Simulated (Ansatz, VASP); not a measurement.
## Two plane-wave programs on CaO

The input INCAR:

```
PREC = Accurate
ENCUT = 520
EDIFF = 1E-6
ISMEAR = 0
SIGMA = 0.05
LREAL = F
LASPH = T
NELM = 100
ALGO = Normal
ISIF = 2
LWAVE = F
LCHARG = F
GGA = PE
NBANDS = 15
ISYM = 0
```

KPOINTS

```
Automatic mesh
0
Gamma
  8 8 8
```

POSCAR

```
CaO
1.0
    0.0000000000      2.3974236343      2.3974236343
    2.3974236343      0.0000000000      2.3974236343
    2.3974236343      2.3974236343      0.0000000000
Ca O
1 1
Direct
    0.5000000000      0.5000000000      0.5000000000
    0.0000000000      0.0000000000      0.0000000000
```

Input for Ansatz:

```yaml
crystal:
  lattice:
    - [0.0, 2.3974236343, 2.3974236343]
    - [2.3974236343, 0.0, 2.3974236343]
    - [2.3974236343, 2.3974236343, 0.0]
  atoms:
    - { symbol: Ca, position: [0.5, 0.5, 0.5] }
    - { symbol: O, position: [0.0, 0.0, 0.0] }
  symmetry: { detect: false }
basis:
  ecutwfc: 500
  ecutrho_ratio: 4
kpoints:
  mp_grid: { grid: [8, 8, 8] }
hamiltonian:
  xc: pbe
scf:
  occupations: { method: gaussian, width: 0.05 }
  lower_state_search: light
output:
  forces: true
  stress: true
```

Alike in both runs: task single point; functional PBE; k mesh 8 × 8 × 8; occupations gaussian, width 0.05 eV; no spin polarisation.

|  | VASP | Ansatz |
| --- | --- | --- |
| version | VASP 6.6.1 | Ansatz 0.2.0 |
| potentials or method | VASP PAW PBE potentials, release 64 (Ca_sv, O), cutoff 520 eV | scalar-relativistic, plane waves, PAW |
| valence electrons in the cell | 16 | 16 |

|  | VASP | Ansatz | Ansatz less VASP |
| --- | --- | --- | --- |
| pressure (GPa) | 3.1 | 2.5 | -0.58 |
